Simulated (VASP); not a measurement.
Here is a VASP 6.6.1 calculation.

File INCAR:

```
SYSTEM = Mg
  PREC = Accurate
  ENCUT = 600
  EDIFF = 1E-6
  ISMEAR = -1
  SIGMA = 0.1
  LREAL = .False.
  LASPH = .True.
  NELM = 80
  ALGO = Normal
  ISIF = 3
  LWAVE = .False.
  LCHARG = .False.
  GGA = PE
  IBRION = 2
  NSW = 60
  EDIFFG = -0.005
  PSTRESS = 150.0
```

File KPOINTS:

```
Automatic mesh
0
Gamma
  12 12 4
  0 0 0
```

Contents of POSCAR:

```
Mg
1.0
    2.9452333291      0.0000000000      0.0000000000
   -1.4726166646      2.5506468831      0.0000000000
    0.0000000000      0.0000000000      9.5720083196
Mg
4
Direct
    0.0000000000      0.0000000000      0.0000000000
    0.0000000000      0.0000000000      0.5000000000
    0.3333333333      0.6666666667      0.2500000000
    0.6666666667      0.3333333333      0.7500000000
```

Potentials or basis: VASP PAW PBE potentials, release 64 (Mg).

Launch:

```bash
$ cat potpaw_PBE.64/Mg/POTCAR > POTCAR
$ mpirun -np 1 vasp_std > vasp.out
```

Q: Predict the space group after relaxing (to 0.1 Å).

A: P6_3/mmc (No. 194).

Q: Predict the relaxed cell.

A: a = 2.945 Å, b = 2.945 Å, c = 9.496 Å, α = 90.00°, β = 90.00°, γ = 120.00°.

Q: Predict the band gap on the k mesh.

A: Zero (bands 4 and 5 overlap by 2.27 eV).

The path:
| step | energy change (eV) | largest force (eV/Å) | pressure (GPa) | volume (Å³) |
| --- | --- | --- | --- | --- |
| 1 | 0.0000 | 0.0000 | 14.31 | 71.91 |
| 2 | 0.0738 | 0.0000 | 15.30 | 71.10 |
| 3 | 0.0607 | 0.0000 | 15.13 | 71.24 |
| 4 | 0.0543 | 0.0000 | 15.05 | 71.30 |
| 5 | 0.0514 | 0.0000 | 15.01 | 71.33 |

Caveat: the cell is relaxed towards a set pressure, so the run minimises the enthalpy, not the energy.
